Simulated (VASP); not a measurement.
# SiC (P1) in VASP: single point with PBEsol

Aim: the single point of SiC with PBEsol.

All numbers are computed with VASP 6.6.1; they aren't measurements. Logs are shortened: lines on timing, memory, paths and dates and some standing lists are left out, and cuts for length are marked.

## (1) The cell of the first run

The typed cell holds 8 atoms: a = 3.078 Å, b = 3.078 Å, c = 10.076 Å, α = 90.00°, β = 90.00°, γ = 120.00°.

## (2) Single point, PBEsol (atoms displaced along several vibrational modes)

Contents of INCAR:

```
PREC = Accurate ; ENCUT = 520
EDIFF = 1E-6 ; ISMEAR = 0
SIGMA = 0.05 ; LREAL = False
LASPH = True ; NELM = 80
ALGO = Normal ; ISIF = 2
LWAVE = False ; LCHARG = False
GGA = PS ; NBANDS = 26
```

Contents of KPOINTS:

```
Automatic mesh
0
Gamma
  12 12 4
```

Contents of POSCAR:

```
SiC
1.0
    3.0780670561      0.0000000000      0.0000000000
   -1.5390335280      2.6656842651      0.0000000000
    0.0000000000      0.0000000000     10.0758090271
Si C
4 4
Direct
    0.6683738625      0.3333333333      0.9271090994
    0.3316261375      0.6666666667      0.4485465840
    0.0017618921      0.0000000000      0.6930384545
   -0.0017618921      0.0000000000      0.1827562441
    0.6617934785      0.3333333333      0.7469610910
    0.3382065215      0.6666666667      0.2526772458
    0.0037109680      0.0000000000      0.5102187608
   -0.0037109680      0.0000000000     -0.0093094796
```

Potentials or basis: VASP PAW PBE potentials, release 64 (Si, C).

On the command line:

```bash
cat potpaw_PBE.64/Si/POTCAR potpaw_PBE.64/C/POTCAR > POTCAR
mpirun -np 1 vasp_std > vasp.out
```

OUTCAR:

```text
PREC = Accurate
   ENCUT = 520
   EDIFF = 1E-6
   ISMEAR = 0
   LREAL = False
   LASPH = True
   NELM = 80
   ISIF = 2
   GGA = PS

 ion  position               nearest neighbor table
   1  0.668  0.333  0.927-   5 1.82   8 1.88   8 1.89   8 1.90   3 2.95   3 2.95   3 2.95   4 3.12
                             4 3.13   4 3.13
   2  0.332  0.667  0.449-   7 1.87   7 1.88   7 1.90   6 1.97   3 3.03   3 3.04   3 3.04
   3  0.002  0.000  0.693-   5 1.84   7 1.84   5 1.86   5 1.88   1 2.95   1 2.95   1 2.95   2 3.03
                             2 3.04   2 3.04
   4  0.998  0.000  0.183-   6 1.90   6 1.91   6 1.93   8 1.94   1 3.12   1 3.13   1 3.13
   5  0.662  0.333  0.747-   1 1.82   3 1.84   3 1.86   3 1.88
   6  0.338  0.667  0.253-   4 1.90   4 1.91   4 1.93   2 1.97
   7  0.004  0.000  0.510-   3 1.84   2 1.87   2 1.88   2 1.90
   8  0.996  0.000  0.991-   1 1.88   1 1.89   1 1.90   4 1.94

  LATTYP: Found a hexagonal cell.
 ALAT       =     3.0780670561
 C/A-ratio  =     3.2734208981

  Lattice vectors:

 A1 = (   3.0780670561,   0.0000000000,   0.0000000000)
 A2 = (  -1.5390335280,   2.6656842651,   0.0000000000)
 A3 = (   0.0000000000,   0.0000000000,  10.0758090271)

Analysis of symmetry for initial positions (statically):
=====================================================================
 Subroutine PRICEL returns:
 Original cell was already a primitive cell.

 Routine SETGRP: Setting up the symmetry group for a
 hexagonal supercell.

 Subroutine GETGRP returns: Found  1 space group operations
 (whereof  1 operations were pure point group operations)
 out of a pool of 24 trial point group operations.

The static configuration has the point symmetry C_1 .

Analysis of symmetry for dynamics (positions and initial velocities):
=====================================================================
 Subroutine PRICEL returns:
 Original cell was already a primitive cell.

 Routine SETGRP: Setting up the symmetry group for a
 hexagonal supercell.

 Subroutine GETGRP returns: Found  1 space group operations
 (whereof  1 operations were pure point group operations)
 out of a pool of 24 trial point group operations.

The dynamic configuration has the point symmetry C_1 .

 Subroutine INISYM returns: Found  1 space group operations
 (whereof  1 operations are pure point group operations),
 and found     1 'primitive' translations

----------------------------------------------------------------------------------------

                                     Primitive cell

  volume of cell :      82.6736

  direct lattice vectors                    reciprocal lattice vectors
     3.078067056  0.000000000  0.000000000     0.324879212  0.187569101  0.000000000
    -1.539033528  2.665684265  0.000000000     0.000000000  0.375138201  0.000000000
     0.000000000  0.000000000 10.075809027     0.000000000  0.000000000  0.099247613

  length of vectors
     3.078067056  3.078067056 10.075809027     0.375138201  0.375138201  0.099247613

  position of ions in fractional coordinates (direct lattice)
     0.668373862  0.333333333  0.927109099
     0.331626138  0.666666667  0.448546584
     0.001761892  0.000000000  0.693038454
     0.998238108  0.000000000  0.182756244
     0.661793479  0.333333333  0.746961091
     0.338206521  0.666666667  0.252677246
     0.003710968  0.000000000  0.510218761
     0.996289032  0.000000000  0.990690520

  ion indices of the primitive-cell ions
   primitive index   ion index
                 1           1
                 2           2
                 3           3
                 4           4
                 5           5
                 6           6
                 7           7
                 8           8

----------------------------------------------------------------------------------------

 KPOINTS: Automatic mesh

Automatic generation of k-mesh.
 Grid dimensions read from file:
 generate k-points for:   12   12    4

 Generating k-lattice:

  Cartesian coordinates                     Fractional coordinates (reciprocal lattice)
     0.027073268  0.015630758  0.000000000     0.083333333  0.000000000  0.000000000
     0.000000000  0.031261517  0.000000000     0.000000000  0.083333333  0.000000000
     0.000000000  0.000000000  0.024811903     0.000000000  0.000000000  0.250000000

  Length of vectors
     0.031261517  0.031261517  0.024811903

  Shift w.r.t. Gamma in fractional coordinates (k-lattice)
     0.000000000  0.000000000  0.000000000

 Subroutine IBZKPT returns following result:
 ===========================================

 Found    292 irreducible k-points:

 Following reciprocal coordinates:
            Coordinates               Weight
  0.000000  0.000000  0.000000      1.000000
  0.083333  0.000000  0.000000      2.000000
  0.000000  0.083333  0.000000      2.000000
 -0.083333  0.083333  0.000000      2.000000
  0.166667  0.000000  0.000000      2.000000
  0.000000  0.166667  0.000000      2.000000
[... 16 lines left out ...]
  0.166667  0.083333  0.000000      2.000000
 -0.083333  0.250000  0.000000      2.000000
 [... further k-points ...]
   k-points           NKPTS =    292   k-points in BZ     NKDIM =    292   number of bands    NBANDS=     26
   number of dos      NEDOS =    301   number of ions     NIONS =      8
   total plane-waves  NPLWV =  46080
   dimension x,y,z NGX =    24 NGY =   24 NGZ =   80
   dimension x,y,z NGXF=    48 NGYF=   48 NGZF=  160
   ions per type =               4   4
   NGX,Y,Z   is equivalent  to a cutoff of  12.96, 12.96, 13.20 a.u.
   NGXF,Y,Z  is equivalent  to a cutoff of  25.92, 25.92, 26.40 a.u.
 SYSTEM =  unknown system
   PREC   = accura    normal or accurate (medium, high low for compatibility)
   ISTART =      0    job   : 0-new  1-cont  2-samecut
   ICHARG =      2    charge: 1-file 2-atom 10-const
   ISPIN  =      1    spin polarized calculation?
   LNONCOLLINEAR =      F non collinear calculations
   LSORBIT =      F    spin-orbit coupling
   LASPH  =      T    aspherical Exc in radial PAW
   ENCUT  =  520.0 eV  38.22 Ry    6.18 a.u.   5.72  5.72 18.73*2*pi/ulx,y,z
   NELM   =     80;   NELMIN=  2; NELMDL= -5     # of ELM steps
   EDIFF  = 0.1E-05   stopping-criterion for ELM
   LREAL  =      F    real-space projection
   EDIFFG = 0.1E-04   stopping-criterion for IOM
   NSW    =      0    number of steps for IOM
   IBRION =     -1    ionic relax: 0-MD 1-quasi-New 2-CG
   NFREE  =      0    steps in history (QN), initial steepest desc. (CG)
   ISIF   =      2    stress and relaxation
   ISYM   =      2    0-nonsym 1-usesym 2-fastsym
   POTIM  = 0.5000    time-step for ionic-motion
   TEBEG  =    0.0;   TEEND  =   0.0 temperature during run
   PSTRESS=    0.0 pullay stress
   NELECT =      32.0000    total number of electrons
   NUPDOWN=      -1.0000    fix difference up-down
   EMIN   =  10.00;   EMAX   =-10.00  energy-range for DOS
   EFERMI =   0.00;   METHOD = LEGACY
   ISMEAR =     0;   SIGMA  =   0.05  broadening in eV -4-tet -1-fermi 0-gaus
   EFERMI_NEDOS =   21; number of points for ismear=-14 and -15
   IALGO  =     38    algorithm
   IMIX   =      4    mixing-type and parameters
     AMIX     =   0.40;   BMIX     =  1.00
     AMIX_MAG =   1.60;   BMIX_MAG =  1.00
  volume/ion in A,a.u.               =      10.33        69.74
  Fermi-wavevector in a.u.,A,eV,Ry     =   1.193079  2.254593 19.367048  1.423438
  Thomas-Fermi vector in A             =   2.329102
   LORBIT       =      0    0 simple, 1 ext, 2 COOP (PROOUT), +10 PAW based schemes
   GGA     = PS    functional components
   LHFCALC =     F    Hartree Fock is set to
   AEXX    =    0.0000 exact exchange contribution
   IVDW    =     0    specifies the selected vdW correction
   LEPSILON=     F    determine dielectric tensor
   LRPA    =     F    only Hartree local field effects (RPA)
 non-spin polarized calculation
 Gauss-broadening in eV      SIGMA  =   0.05
  energy-cutoff  :      520.00
  volume of cell :       82.67
 maximum number of plane-waves:      2256
   NGX = 11   NGY = 11   NGZ = 37

 number of electron      32.0000000 magnetization

 Free energy of the ion-electron system (eV)
  ---------------------------------------------------
  ext. energy  EPLUGINS =         0.00000000
  ---------------------------------------------------
  free energy    TOTEN  =       -63.35460154 eV

  energy without entropy =      -63.35460154  energy(sigma->0) =      -63.35460154

 E-fermi :   8.6937     XC(G=0): -11.5046

 val. band max:        8.4325380259   @ k =   0.0000   0.0000   0.0000
 cond. band min:      10.1441362256   @ k =   0.5000   0.5000   0.0000
 fundamental gap:      1.7115981997
 Fermi energy:         8.6937090505

 k-point     1 :       0.0000    0.0000    0.0000
  band No.  band energies     occupation
      1      -7.6273      2.00000
      2      -6.2336      2.00000
      3      -5.9696      2.00000
      4      -3.7294      2.00000
      5      -0.5511      2.00000
      6       3.7287      2.00000
[... 18 lines left out ...]
     25      15.3701      0.00000
     26      16.1693      0.00000

 k-point     2 :       0.0833    0.0000    0.0000
  band No.  band energies     occupation
      1      -7.5066      2.00000
      2      -6.1166      2.00000
      3      -5.8516      2.00000
      4      -3.6267      2.00000
      5      -0.4395      2.00000
      6       3.7586      2.00000
[... 18 lines left out ...]
     25      15.5439      0.00000
     26      16.0940      0.00000

 k-point     3 :       0.0000    0.0833    0.0000
  band No.  band energies     occupation
      1      -7.5067      2.00000
      2      -6.1164      2.00000
      3      -5.8518      2.00000
      4      -3.6266      2.00000
      5      -0.4396      2.00000
      6       3.7598      2.00000
[... 18 lines left out ...]
     25      15.5277      0.00000
     26      16.0736      0.00000

 k-point     4 :      -0.0833    0.0833    0.0000
  band No.  band energies     occupation
      1      -7.5067      2.00000
      2      -6.1163      2.00000
      3      -5.8519      2.00000
      4      -3.6265      2.00000
      5      -0.4396      2.00000
      6       3.7609      2.00000
[... 18 lines left out ...]
     25      15.5052      0.00000
     26      16.0758      0.00000

 k-point     5 :       0.1667    0.0000    0.0000
  band No.  band energies     occupation
      1      -7.1476      2.00000
      2      -5.7695      2.00000
      3      -5.5015      2.00000
      4      -3.3276      2.00000
      5      -0.1142      2.00000
      6       3.6424      2.00000
[... 18 lines left out ...]
     25      16.1295      0.00000
     26      16.2494      0.00000

 k-point     6 :       0.0000    0.1667    0.0000
  band No.  band energies     occupation
      1      -7.1478      2.00000
      2      -5.7689      2.00000
      3      -5.5021      2.00000
      4      -3.3272      2.00000
      5      -0.1145      2.00000
      6       3.6510      2.00000
[... 427 lines left out ...]
 k-point    21 :      -0.0833    0.1667    0.0000
  band No.  band energies     occupation
      1      -7.2671      2.00000
      2      -5.8836      2.00000
      3      -5.6184      2.00000
      4      -3.4251      2.00000
      5      -0.2211      2.00000
      6       3.7546      2.00000
[... 18 lines left out ...]
     25      15.9921      0.00000
     26      16.3004      0.00000

 k-point    22 :      -0.1667    0.0833    0.0000
  band No.  band energies     occupation
      1      -7.2669      2.00000
      2      -5.8840      2.00000
      3      -5.6179      2.00000
      4      -3.4253      2.00000
      5      -0.2209      2.00000
      6       3.7486      2.00000
[... 18 lines left out ...]
     25      15.9641      0.00000
     26      16.2513      0.00000

 k-point    23 :       0.1667    0.0833    0.0000
  band No.  band energies     occupation
      1      -6.7934      2.00000
      2      -5.4294      2.00000
      3      -5.1578      2.00000
      4      -3.0448      2.00000
      5       0.1923      2.00000
      6       3.1546      2.00000
[... 18 lines left out ...]
     25      16.0638      0.00000
     26      16.4984      0.00000

 k-point    24 :      -0.0833    0.2500    0.0000
  band No.  band energies     occupation
      1      -6.7942      2.00000
      2      -5.4273      2.00000
      3      -5.1598      2.00000
      4      -3.0435      2.00000
      5       0.1915      2.00000
      6       3.1896      2.00000
[... 18 lines left out ...]
     25      15.9859      0.00000
     26      16.5709      0.00000

 [... further k-points ...]

------------------------ aborting loop because EDIFF is reached ----------------------------------------

  FORCE on cell =-STRESS in cart. coord.  units (eV):
  Direction    XX          YY          ZZ          XY          YZ          ZX
  --------------------------------------------------------------------------------------
  -------------------------------------------------------------------------------------
  Total        0.4179141      0.3929868      1.0760328      0.1391971      0.0010067      0.0389604
  in kB        8.0989899      7.6159108     20.8530410      2.6975780      0.0195102      0.7550348
  external PRESSURE =      12.1893139 kB  Pullay stress =       0.0000000 kB

 VOLUME and BASIS-vectors are now :
 -----------------------------------------------------------------------------
  energy-cutoff  :      520.00
  volume of cell :       82.67
      direct lattice vectors                 reciprocal lattice vectors
     3.078067056  0.000000000  0.000000000     0.324879212  0.187569101  0.000000000
    -1.539033528  2.665684265  0.000000000     0.000000000  0.375138201  0.000000000
     0.000000000  0.000000000 10.075809027     0.000000000  0.000000000  0.099247613

 POSITION                                       TOTAL-FORCE (eV/Angst)
 -----------------------------------------------------------------------------------
      1.54429      0.88856      9.34137        -0.315822      0.007287      1.987012
     -0.00525      1.77712      4.51947         0.337863     -0.007489     -1.520187
      0.00542      0.00000      6.98292        -0.388485     -0.013408     -0.720750
      3.07264      0.00000      1.84142         0.291055      0.009821      0.906268
      1.52403      0.88856      7.52624         0.448341      0.013693     -0.056086
      0.01500      1.77712      2.54593        -0.351635     -0.009891     -0.394251
      0.01142      0.00000      5.14087        -0.316852      0.007307     -0.792450
      3.06664      0.00000      9.98201         0.295535     -0.007319      0.590444
 -----------------------------------------------------------------------------------
    total drift:                                0.000092      0.000004     -0.000434

  FREE ENERGIE OF THE ION-ELECTRON SYSTEM (eV)
  ---------------------------------------------------
  free  energy   TOTEN  =       -63.3546015366 eV

  energy  without entropy=      -63.3546015366  energy(sigma->0) =      -63.35460154
```

Wall time 6.5 min (1 thread of Intel Xeon 6975P-C (Granite Rapids), shared host); peak memory 0.54 GiB.

Results:

* Free energy: -63.3546 eV
* Pressure: 1.2 GPa
* Largest force: 2.012 eV/Å
* Band gap on the k mesh: 1.71 eV (least direct gap 3.03 eV)

Forces on the atoms (eV/Å):
```
Si  -0.316  0.007  1.987
Si   0.338 -0.007 -1.520
Si  -0.388 -0.013 -0.721
Si   0.291  0.010  0.906
C    0.448  0.014 -0.056
C   -0.352 -0.010 -0.394
C   -0.317  0.007 -0.792
C    0.296 -0.007  0.590
```

Stress tensor (GPa, compression positive):
```
0.81 0.27 0.08
0.27 0.76 0.00
0.08 0.00 2.09
```

Caveat: the cell differs from its parent crystal (atoms displaced along several vibrational modes); the PAW data sets were made with another functional, which shifts forces and pressure a little. A k mesh can miss the band edges.
